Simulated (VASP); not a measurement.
# BaTiO3 in VASP: single point with PBE

Aim: the single point of BaTiO3 with PBE.

Everything below comes from runs of VASP 6.6.1. Logs are shortened: lines on timing, memory, paths and dates and some standing lists are left out, and cuts for length are marked.

**1. The cell of the first run**

The cell holds a slab with vacuum, 30 atoms: a = 5.668 Å, b = 8.015 Å, c = 19.085 Å, α = 90.00°, β = 90.00°, γ = 90.00°.

**2. Single point, PBE**

Contents of INCAR:

```
ALGO     = Normal         # electronic algorithm
EDIFF    = 1E-7           # SCF threshold, eV
ENCUT    = 520            # plane-wave cutoff, eV
GGA      = PE             # functional
ISIF     = 2              # what is computed and relaxed
ISMEAR   = -1             # smearing method
LASPH    = True           # aspherical terms in the spheres
LCHARG   = False          # write CHGCAR
LREAL    = Auto         
LWAVE    = False          # write WAVECAR
NBANDS   = 141            # bands
NELM     = 80             # most SCF steps
PREC     = Accurate       # precision mode
SIGMA    = 0.05           # smearing width, eV
```

Contents of KPOINTS:

```
k-points
0
Gamma
  2 2 1
```

Contents of POSCAR:

```
BaTiO3
1.0
    5.6677180000      0.0000000000      0.0000000000
    0.0000000000      8.0153630000      0.0000000000
    0.0000000000      0.0000000000     19.0846470000
Ba Ti O
6 6 18
Direct
    0.5000072340      0.2499949160      0.0523981397
    0.0112920226      0.2545361951      0.2154978292
    0.4596735406      0.2802867443      0.3986502868
    0.5000072340      0.7499972241      0.0523981397
    0.0291651772      0.7904195980      0.2241854408
    0.4248976396      0.7554118260      0.4176708115
    0.0000000000      0.0000000000      0.0523981397
    0.4948199610     -0.0028944416      0.2174260808
   -0.0191787947      0.0125384215      0.3694383239
    0.0000000000      0.5000023081      0.0523981397
    0.4712302200      0.5008756310      0.2262289682
   -0.0328350846      0.5119044515      0.3681336102
    0.2499947951      0.0000000000      0.1266410639
    0.7500020290      0.0000000000      0.1266410639
    0.0000000000      0.2499949160      0.0523981397
    0.7386570750     -0.0184395891      0.2817081186
    0.2734610296      0.0262870191      0.2857899337
    0.5085997574      0.2540122013      0.1980073302
    0.2246053879      0.0362678521      0.4290621671
    0.7651051093      0.0352198647      0.4364241057
   -0.0462443615      0.2609987845      0.3426681143
    0.2499947951      0.5000023081      0.1266410639
    0.7500020290      0.5000023081      0.1266410639
    0.0000000000      0.7499972241      0.0523981397
    0.7167082060      0.5340619009      0.2856222596
    0.2245877441      0.5219476648      0.2748596817
    0.4961079574      0.7774569910      0.1884446697
    0.1913468525      0.5052547215      0.4358582058
    0.7465438471      0.5551963149      0.4439903971
    0.0117507611      0.7509454032      0.3590582524
```

Potentials or basis: VASP PAW PBE potentials, release 64 (Ba_sv, Ti_sv, O).

On the command line:

```sh
cat potpaw_PBE.64/Ba_sv/POTCAR potpaw_PBE.64/Ti_sv/POTCAR potpaw_PBE.64/O/POTCAR > POTCAR
mpirun -np 1 vasp_std > vasp.out
```

OUTCAR:

```text
EDIFF = 1E-7
   ENCUT = 520
   GGA = PE
   ISIF = 2
   ISMEAR = -1
   LASPH = True
   LREAL = Auto
   NELM = 80
   PREC = Accurate

 ion  position               nearest neighbor table
   1  0.500  0.250  0.052-  18 2.78  14 2.83  15 2.83  13 2.83  23 2.83  15 2.83  22 2.83   7 3.47
                            10 3.47   7 3.47  10 3.47   8 3.75   4 4.01   4 4.01   2 4.17   2 4.25
   2  0.011  0.255  0.215-  21 2.45  26 2.71  17 2.71  18 2.84  18 2.87  22 2.93  16 2.96  13 2.98
                            23 2.99  14 3.04  25 3.10  15 3.11  11 3.28   8 3.43   9 3.52  12 3.58
   3  0.460  0.280  0.399-  19 2.44  28 2.46  20 2.72  29 2.87  21 3.00  21 3.06  17 3.15  25 3.30
                            26 3.33  12 3.40  12 3.47   9 3.50   9 3.69  11 3.74   6 3.83   6 4.23
   4  0.500  0.750  0.052-  27 2.61  23 2.83  24 2.83  14 2.83  22 2.83  13 2.83  24 2.83  10 3.47
                             7 3.47  10 3.47   7 3.47   8 3.72   1 4.01   1 4.01   5 4.24   5 4.46
   5  0.029  0.790  0.224-  16 2.50  30 2.60  26 2.61  17 2.62  27 2.73  13 2.80  25 2.96  14 2.96
                            27 3.10   8 3.12  22 3.23  24 3.30   9 3.31  11 3.42   8 3.45  12 3.56
   6  0.425  0.755  0.418-  28 2.43  29 2.48  19 2.53  30 2.60  20 2.98   9 3.38  12 3.38  12 3.76
                             3 3.83   3 4.23   5 4.33
   7  0.000  0.000  0.052-  13 2.00  15 2.00  14 2.00  24 2.00   1 3.47   4 3.47   1 3.47   4 3.47
                             5 3.69   2 3.72
   8  0.495  0.997  0.217-  17 1.83  27 1.85  16 1.85  18 2.09  13 2.22  14 2.26   5 3.12   2 3.43
                             5 3.45   2 3.58   4 3.72   1 3.75
   9  0.981  0.013  0.369-  20 1.78  19 1.80  21 2.06  30 2.11  16 2.18  17 2.30   5 3.31   6 3.38
                             3 3.50   2 3.52   3 3.69
  10  0.000  0.500  0.052-  22 2.00  24 2.00  23 2.00  15 2.00   4 3.47   1 3.47   4 3.47   1 3.47
                             2 3.68
  11  0.471  0.501  0.226-  26 1.69  25 1.81  18 2.06  22 2.28  27 2.34   2 3.28   5 3.42   2 3.65
                             3 3.74
  12  0.967  0.512  0.368-  28 1.81  30 1.94  29 1.94  21 2.07  25 2.13  26 2.30   6 3.38   3 3.40
                             3 3.47   5 3.56   2 3.58   6 3.76
  13  0.250  0.000  0.127-   7 2.00   8 2.22   5 2.80   1 2.83   4 2.83   2 2.98
  14  0.750  0.000  0.127-   7 2.00   8 2.26   1 2.83   4 2.83   5 2.96   2 3.04
  15  0.000  0.250  0.052-   7 2.00  10 2.00   1 2.83   1 2.83   2 3.11
  16  0.739  0.982  0.282-   8 1.85   9 2.18   5 2.50   2 2.96
  17  0.273  0.026  0.286-   8 1.83   9 2.30   5 2.62   2 2.71   3 3.15
  18  0.509  0.254  0.198-  11 2.06   8 2.09   1 2.78   2 2.84   2 2.87
  19  0.225  0.036  0.429-   9 1.80   3 2.44   6 2.53
  20  0.765  0.035  0.436-   9 1.78   3 2.72   6 2.98
  21  0.954  0.261  0.343-   9 2.06  12 2.07   2 2.45   3 3.00   3 3.06
  22  0.250  0.500  0.127-  10 2.00  11 2.28   4 2.83   1 2.83   2 2.93   5 3.23
  23  0.750  0.500  0.127-  10 2.00   4 2.83   1 2.83   2 2.99
  24  0.000  0.750  0.052-  10 2.00   7 2.00   4 2.83   4 2.83   5 3.30
  25  0.717  0.534  0.286-  11 1.81  12 2.13   5 2.96   2 3.10   3 3.30
  26  0.225  0.522  0.275-  11 1.69  12 2.30   5 2.61   2 2.71   3 3.33
  27  0.496  0.777  0.188-   8 1.85  11 2.34   4 2.61   5 2.73   5 3.10
  28  0.191  0.505  0.436-  12 1.81   6 2.43   3 2.46
  29  0.747  0.555  0.444-  12 1.94   6 2.48   3 2.87
  30  0.012  0.751  0.359-  12 1.94   9 2.11   5 2.60   6 2.60

  LATTYP: Found a simple orthorhombic cell.
 ALAT       =     5.6677180000
 B/A-ratio  =     1.4142134453
 C/A-ratio  =     3.3672541577

  Lattice vectors:

 A1 = (   5.6677180000,   0.0000000000,   0.0000000000)
 A2 = (   0.0000000000,   8.0153630000,   0.0000000000)
 A3 = (   0.0000000000,   0.0000000000,  19.0846470000)

Analysis of symmetry for initial positions (statically):
=====================================================================
 Subroutine PRICEL returns:
 Original cell was already a primitive cell.

 Routine SETGRP: Setting up the symmetry group for a
 simple orthorhombic supercell.

 Subroutine GETGRP returns: Found  1 space group operations
 (whereof  1 operations were pure point group operations)
 out of a pool of  8 trial point group operations.

The static configuration has the point symmetry C_1 .

Analysis of symmetry for dynamics (positions and initial velocities):
=====================================================================
 Subroutine PRICEL returns:
 Original cell was already a primitive cell.

 Routine SETGRP: Setting up the symmetry group for a
 simple orthorhombic supercell.

 Subroutine GETGRP returns: Found  1 space group operations
 (whereof  1 operations were pure point group operations)
 out of a pool of  8 trial point group operations.

The dynamic configuration has the point symmetry C_1 .

 Subroutine INISYM returns: Found  1 space group operations
[... 88 lines left out ...]
 generate k-points for:    2    2    1

 Generating k-lattice:

  Cartesian coordinates                     Fractional coordinates (reciprocal lattice)
     0.088218927  0.000000000  0.000000000     0.500000000  0.000000000  0.000000000
     0.000000000  0.062380207  0.000000000     0.000000000  0.500000000  0.000000000
     0.000000000  0.000000000  0.052398140     0.000000000  0.000000000  1.000000000

  Length of vectors
     0.088218927  0.062380207  0.052398140

  Shift w.r.t. Gamma in fractional coordinates (k-lattice)
     0.000000000  0.000000000  0.000000000

 Subroutine IBZKPT returns following result:
 ===========================================

 Found      4 irreducible k-points:

 Following reciprocal coordinates:
            Coordinates               Weight
  0.000000  0.000000  0.000000      1.000000
  0.500000  0.000000  0.000000      1.000000
  0.000000  0.500000  0.000000      1.000000
  0.500000  0.500000  0.000000      1.000000
   k-points           NKPTS =      4   k-points in BZ     NKDIM =      4   number of bands    NBANDS=    141
   number of dos      NEDOS =    301   number of ions     NIONS =     30
   total plane-waves  NPLWV = 362880
   dimension x,y,z NGX =    42 NGY =   60 NGZ =  144
   dimension x,y,z NGXF=    84 NGYF=  120 NGZF=  288
   ions per type =               6   6  18
   NGX,Y,Z   is equivalent  to a cutoff of  12.32, 12.44, 12.54 a.u.
   NGXF,Y,Z  is equivalent  to a cutoff of  24.64, 24.89, 25.09 a.u.
 SYSTEM =  unknown system
   PREC   = accura    normal or accurate (medium, high low for compatibility)
   ISTART =      0    job   : 0-new  1-cont  2-samecut
   ICHARG =      2    charge: 1-file 2-atom 10-const
   ISPIN  =      1    spin polarized calculation?
   LNONCOLLINEAR =      F non collinear calculations
   LSORBIT =      F    spin-orbit coupling
   LASPH  =      T    aspherical Exc in radial PAW
   ENCUT  =  520.0 eV  38.22 Ry    6.18 a.u.  10.54 14.90 35.48*2*pi/ulx,y,z
   NELM   =     80;   NELMIN=  2; NELMDL= -5     # of ELM steps
   EDIFF  = 0.1E-06   stopping-criterion for ELM
   LREAL  =      T    real-space projection
   EDIFFG = 0.1E-05   stopping-criterion for IOM
   NSW    =      0    number of steps for IOM
   IBRION =     -1    ionic relax: 0-MD 1-quasi-New 2-CG
   NFREE  =      0    steps in history (QN), initial steepest desc. (CG)
   ISIF   =      2    stress and relaxation
   ISYM   =      2    0-nonsym 1-usesym 2-fastsym
   POTIM  = 0.5000    time-step for ionic-motion
   TEBEG  =    0.0;   TEEND  =   0.0 temperature during run
   PSTRESS=    0.0 pullay stress
   NELECT =     240.0000    total number of electrons
   NUPDOWN=      -1.0000    fix difference up-down
   EMIN   =  10.00;   EMAX   =-10.00  energy-range for DOS
   EFERMI =   0.00;   METHOD = LEGACY
   ISMEAR =    -1;   SIGMA  =   0.05  broadening in eV -4-tet -1-fermi 0-gaus
   EFERMI_NEDOS =   21; number of points for ismear=-14 and -15
   IALGO  =     38    algorithm
   IMIX   =      4    mixing-type and parameters
     AMIX     =   0.40;   BMIX     =  1.00
     AMIX_MAG =   1.60;   BMIX_MAG =  1.00
  volume/ion in A,a.u.               =      28.90       195.03
  Fermi-wavevector in a.u.,A,eV,Ry     =   1.066940  2.016225 15.488346  1.138361
  Thomas-Fermi vector in A             =   2.202541
   LORBIT       =      0    0 simple, 1 ext, 2 COOP (PROOUT), +10 PAW based schemes
   GGA     = PE    functional components
   LHFCALC =     F    Hartree Fock is set to
   AEXX    =    0.0000 exact exchange contribution
   IVDW    =     0    specifies the selected vdW correction
   LEPSILON=     F    determine dielectric tensor
   LRPA    =     F    only Hartree local field effects (RPA)
 non-spin polarized calculation
  energy-cutoff  :      520.00
  volume of cell :      866.99
 maximum number of plane-waves:     23462
   NGX = 21   NGY = 29   NGZ = 71

 number of electron     239.9999950 magnetization

 Free energy of the ion-electron system (eV)
  ---------------------------------------------------
  ext. energy  EPLUGINS =         0.00000000
  ---------------------------------------------------
  free energy    TOTEN  =      -223.45092535 eV

  energy without entropy =     -223.29221889  energy(sigma->0) =     -223.37157212

 E-fermi :  -0.1575     XC(G=0):  -6.0915

 val. band max:       -0.1589998244   @ k =   0.0000   0.5000   0.0000
 cond. band min:      -0.1274695815   @ k =   0.0000   0.0000   0.0000
 fundamental gap:      0.0315302429
 Fermi energy:        -0.1575086070

 k-point     1 :       0.0000    0.0000    0.0000
  band No.  band energies     occupation
      1     -58.8337      2.00000
      2     -58.8004      2.00000
      3     -57.0840      2.00000
      4     -56.7153      2.00000
      5     -56.3121      2.00000
      6     -55.9289      2.00000
[... 529 lines left out ...]
    131       2.0884      0.00000
    132       2.1639      0.00000
 [bands above 132 left out]

------------------------ aborting loop because EDIFF is reached ----------------------------------------

  FORCE on cell =-STRESS in cart. coord.  units (eV):
  Direction    XX          YY          ZZ          XY          YZ          ZX
  --------------------------------------------------------------------------------------
  -------------------------------------------------------------------------------------
  Total       16.6267591      2.7215310    -20.3328828      0.6509389     -5.4517864     -0.5055064
  in kB       30.7257595      5.0293089    -37.5745665      1.2029159    -10.0747401     -0.9341610
  external PRESSURE =      -0.6064994 kB  Pullay stress =       0.0000000 kB

 VOLUME and BASIS-vectors are now :
 -----------------------------------------------------------------------------
  energy-cutoff  :      520.00
  volume of cell :      866.99
      direct lattice vectors                 reciprocal lattice vectors
     5.667718000  0.000000000  0.000000000     0.176437854  0.000000000  0.000000000
     0.000000000  8.015363000  0.000000000     0.000000000  0.124760413  0.000000000
     0.000000000  0.000000000 19.084647000     0.000000000  0.000000000  0.052398140

 POSITION                                       TOTAL-FORCE (eV/Angst)
 -----------------------------------------------------------------------------------
      2.83390      2.00380      1.00000         0.094300      0.120659      2.220289
      0.06400      2.04020      4.11270        -1.054600      0.078809     -0.459002
      2.60530      2.24660      7.60810         1.380131     -0.688892     -0.142368
      2.83390      6.01150      1.00000         0.100146     -0.070156      2.062876
      0.16530      6.33550      4.27850        -1.611423     -1.699631     -0.957301
      2.40820      6.05490      7.97110         1.383699      1.257841      0.087176
[... 22 lines left out ...]
      4.23120      4.45010      8.47340         0.721946     -1.417699     -1.476221
      0.06660      6.01910      6.85250        -0.040391      0.993373     -0.419648
 -----------------------------------------------------------------------------------
    total drift:                                0.013819     -0.003111     -0.011606

  FREE ENERGIE OF THE ION-ELECTRON SYSTEM (eV)
  ---------------------------------------------------
  free  energy   TOTEN  =      -223.4509253539 eV

  energy  without entropy=     -223.2922188875  energy(sigma->0) =     -223.37157212
```

Wall time 38 min (1 thread of Intel Xeon Platinum 8259CL at 2.50GHz (Skylake/Cascade Lake), shared host); peak memory 0.9 GiB.

What came out:

| Item | Value |
| --- | --- |
| Free energy | -223.4509 eV |
| Largest force | 7.659 eV/Å |
| Band gap on the k mesh | zero (bands 120 and 121 overlap by 0.08 eV) |

Forces in eV/Å, atoms in the order of the input:
```
Ba   0.094  0.121  2.220
Ba  -1.055  0.079 -0.459
Ba   1.380 -0.689 -0.142
Ba   0.100 -0.070  2.063
Ba  -1.611 -1.700 -0.957
Ba   1.384  1.258  0.087
Ti  -0.206 -0.034  7.157
Ti   1.731  1.529  2.142
Ti  -1.248  0.614  0.879
Ti  -0.328  0.230  7.648
Ti   4.062  0.107 -2.418
Ti  -1.300  0.843  2.272
O   -1.625  0.562 -3.686
O    1.780  0.388 -3.867
O    0.041 -0.029 -2.190
O   -0.168  0.742 -0.696
O   -0.361 -0.523 -0.958
O   -0.393  0.829  0.177
O   -0.304 -0.535  0.483
O   -0.235 -0.485 -0.451
O    0.336  0.829  1.056
O   -1.269  0.038 -3.451
O    1.620  0.079 -3.879
O    0.055  0.070 -2.205
O   -0.957 -0.518 -0.615
O   -1.298 -0.579  1.647
O   -0.378 -1.981  0.311
O   -0.528 -0.752 -0.272
O    0.722 -1.418 -1.476
O   -0.040  0.993 -0.420
```

Caveat: the k points lie up to 0.55 Å⁻¹ apart; the atoms stand as in a frame of molecular dynamics; there is no dipole correction, which matters where the two faces differ; spin-orbit coupling is left out, which moves the levels of the heavy elements.

The gap in the log of VASP goes by the Fermi energy; the results here count the filled bands.